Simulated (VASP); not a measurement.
WSe2, 3 atoms in the cell. Symmetry: Amm2, No. 38, orthorhombic system. Conventional cell: a = 7.333 Å, b = 3.366 Å, c = 5.263 Å, α = 90.00°, β = 90.00°, γ = 90.00°. W (site symmetry mm2) has 6 Se at 2.49 to 2.59 Å and 6 W at 3.12 to 3.37 Å within 3.4 Å. Within 3.6 Å of Se (site symmetry m) lie 3 W at 2.49 to 2.59 Å and 7 Se at 3.12 to 3.53 Å.  This cell differs from its parent crystal: strain +e along x and -e along y +0.0500, strain +e along z and -e/2 along x and y +0.0467.

- Program: VASP 6.6.1
- Task: single point
- Functional: PBE
- Dispersion: D3(BJ)
- Potentials or basis: VASP PAW PBE potentials, release 64 (W_sv, Se)
- Cutoff: 520 eV
- k mesh: 9 × 9 × 4
- Occupations: gaussian, width 0.05 eV
- Spin: no spin polarisation
- Dipole correction: no
- Further INCAR settings: ALGO = Normal; EDIFF = 1e-06; NBANDS = 20

Potentials or basis: VASP PAW PBE potentials, release 64 (W_sv, Se).

The run is started by

```bash
$ cat potpaw_PBE.64/W_sv/POTCAR potpaw_PBE.64/Se/POTCAR > POTCAR
$ mpirun -np 1 vasp_std > vasp.out
```

Hardware: 1 thread of AMD EPYC 9R45 96-Core Processor (Zen 5), with other jobs on the host.

Problem. Estimate the wall time of this run.

Solution. Run time: 40 s on 1 thread of AMD EPYC 9R45 96-Core Processor (Zen 5), with other jobs on the host, peak memory 0.22 GiB. Counts: scf iterations 14, k points 75.
